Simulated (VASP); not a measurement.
# BN (R3m) in VASP: notebook, part 2 of 2

VASP 6.6.1.

## 4. Single point, PBEsol

This run uses another cell than the first one, of 9.14 Å³/atom, 1.087 times its volume.

Contents of INCAR:

```
SYSTEM = BN
  PREC = Accurate
  ENCUT = 520
  EDIFF = 1E-6
  ISMEAR = 0
  SIGMA = 0.01
  LREAL = .FALSE.
  LASPH = .TRUE.
  NELM = 60
  ALGO = Normal
  ISIF = 2
  LWAVE = .FALSE.
  LCHARG = .FALSE.
  GGA = PS
  NBANDS = 11
```

Contents of KPOINTS:

```
regular mesh
0
G
  10 10 10
  0 0 0
```

Contents of POSCAR:

```
BN
1.0
    1.2511220000      0.7223350000      3.3729340000
   -1.2511220000      0.7223350000      3.3729340000
    0.0000000000     -1.4446710000      3.3729340000
B N
1 1
Direct
    0.9996710000      0.9996710000      0.9996710000
    0.3327620000      0.3327620000      0.3327620000
```

Potentials or basis: VASP PAW PBE potentials, release 64 (B, N).

On the command line:

```
cat potpaw_PBE.64/B/POTCAR potpaw_PBE.64/N/POTCAR > POTCAR
mpirun -np 1 vasp_std > vasp.out
```

OUTCAR:

```text
SYSTEM = BN
   PREC = Accurate
   ENCUT = 520
   EDIFF = 1E-6
   ISMEAR = 0
   LREAL = .FALSE.
   LASPH = .TRUE.
   NELM = 60
   ISIF = 2
   GGA = PS

 ion  position               nearest neighbor table
   1  1.000  1.000  1.000-   2 1.44   2 1.44   2 1.44
   2  0.333  0.333  0.333-   1 1.44   1 1.44   1 1.44

  LATTYP: Found a trigonal (rhomboedric) cell.
 ALAT       =     3.6692993717
 COS(alpha) =     0.7674785490

  Lattice vectors:

 A1 = (   1.2511220000,   0.7223350000,   3.3729340000)
 A2 = (  -1.2511220000,   0.7223350000,   3.3729340000)
 A3 = (   0.0000000000,  -1.4446710000,   3.3729340000)
[... 513 lines left out ...]
      8      19.2690      0.00000
      9      20.1109      0.00000
     10      22.7008      0.00000
     11      26.5985      0.00000

 [... further k-points ...]
[... 5 lines left out ...]
  --------------------------------------------------------------------------------------
  -------------------------------------------------------------------------------------
  Total        0.1567798      0.1567796      0.0383119      0.0000000     -0.0000000      0.0000000
  in kB       13.7341874     13.7341763      3.3561930      0.0000000     -0.0000003      0.0000000
  external PRESSURE =      10.2748522 kB  Pullay stress =       0.0000000 kB

 VOLUME and BASIS-vectors are now :
 -----------------------------------------------------------------------------
  energy-cutoff  :      520.00
  volume of cell :       18.29
      direct lattice vectors                 reciprocal lattice vectors
     1.251122000  0.722335000  3.372934000     0.399641282  0.230733094  0.098825951
    -1.251122000  0.722335000  3.372934000    -0.399641282  0.230733094  0.098825951
     0.000000000 -1.444671000  3.372934000     0.000000000 -0.461466189  0.098825883

 POSITION                                       TOTAL-FORCE (eV/Angst)
 -----------------------------------------------------------------------------------
      0.00000     -0.00000     10.11547         0.000000      0.000000     -0.002645
      0.00000     -0.00000      3.36715         0.000000     -0.000000      0.002645
 -----------------------------------------------------------------------------------
    total drift:                                0.000000      0.000022      0.000011

  FREE ENERGIE OF THE ION-ELECTRON SYSTEM (eV)
  ---------------------------------------------------
  free  energy   TOTEN  =       -18.2845625339 eV

  energy  without entropy=      -18.2845625339  energy(sigma->0) =      -18.28456253
```

OSZICAR:

```text
N       E                     dE             d eps       ncg     rms          rms(c)
DAV:   1     0.131809542270E+02    0.13181E+02   -0.47241E+03  2600   0.691E+02
DAV:   2    -0.192010602111E+02   -0.32382E+02   -0.31220E+02  3025   0.160E+02
DAV:   3    -0.200134138526E+02   -0.81235E+00   -0.81108E+00  3070   0.232E+01
DAV:   4    -0.200158737296E+02   -0.24599E-02   -0.24598E-02  2844   0.143E+00
DAV:   5    -0.200158838681E+02   -0.10138E-04   -0.10138E-04  3114   0.812E-02    0.781E+00
DAV:   6    -0.184857530720E+02    0.15301E+01   -0.48837E+00  2933   0.122E+01    0.363E+00
DAV:   7    -0.183267334353E+02    0.15902E+00   -0.23215E-01  3002   0.354E+00    0.219E+00
DAV:   8    -0.182841857019E+02    0.42548E-01   -0.10892E-01  3041   0.200E+00    0.238E-01
DAV:   9    -0.182842709603E+02   -0.85258E-04   -0.24668E-03  2792   0.398E-01    0.131E-01
DAV:  10    -0.182845432009E+02   -0.27224E-03   -0.41059E-04  2877   0.146E-01    0.221E-02
DAV:  11    -0.182845626679E+02   -0.19467E-04   -0.36821E-05  3056   0.402E-02    0.191E-02
DAV:  12    -0.182845625339E+02    0.13405E-06   -0.75598E-06  2828   0.179E-02
   1 F= -.18284563E+02 E0= -.18284563E+02  d E =-.647757-115
```

stdout:

```text
POSCAR found type information on POSCAR B N
 POSCAR found :  2 types and       2 ions
 scaLAPACK will be used
 -----------------------------------------------------------------------------
|                                                                             |
|                                                                             |
|     You enforced a specific xc type in the INCAR file but a different       |
|     I HOPE YOU KNOW WHAT YOU ARE DOING!                                     |
|                                                                             |
 -----------------------------------------------------------------------------

 LDA part: xc-table for (Slater+PW92), standard interpolation
 POSCAR, INCAR and KPOINTS ok, starting setup
 FFT: planning ... GRIDC
 FFT: planning ... GRID_SOFT
 FFT: planning ... GRID
 WAVECAR not read
 entering main loop
```

Run time: 13 s. Hardware: 1 thread of Intel Xeon 6975P-C (Granite Rapids), shared host; peak memory 0.16 GiB.

Results:

```yaml
Free_energy: -18.2846 eV
Pressure: 1.0 GPa
Band_gap_on_the_k_mesh: 4.14 eV, indirect (least direct gap 4.83 eV)
```

Forces in eV/Å, atoms in the order of the input:
```
B    0.000  0.000 -0.003
N    0.000  0.000  0.003
```

Stress tensor (GPa, compression positive):
```
1.37 0.00 0.00
0.00 1.37 0.00
0.00 0.00 0.34
```

Caveat: the PAW data sets were made with another functional, which shifts forces and pressure a little.

## 5. Overview

```tsv
cell	gap on the mesh (eV)	pressure (GPa)
a = 3.569 Å, angles 39.9°, 2 atoms	4.22	24.4
a = 3.620 Å, angles 39.9°, 2 atoms	4.18	11.6
a = 3.669 Å, angles 39.9°, 2 atoms	4.14	1.0
```

Alike in all rows: task single point; level PBEsol; potentials or basis VASP PAW PBE potentials, release 64 (B, N); no spin polarisation; k mesh 10 × 10 × 10; cutoff (eV) 520; smearing gaussian 0.01 eV.

Caveats: the PAW data sets were made with another functional, which shifts forces and pressure a little.

Absolute energies hang on the potentials; compare differences alone.
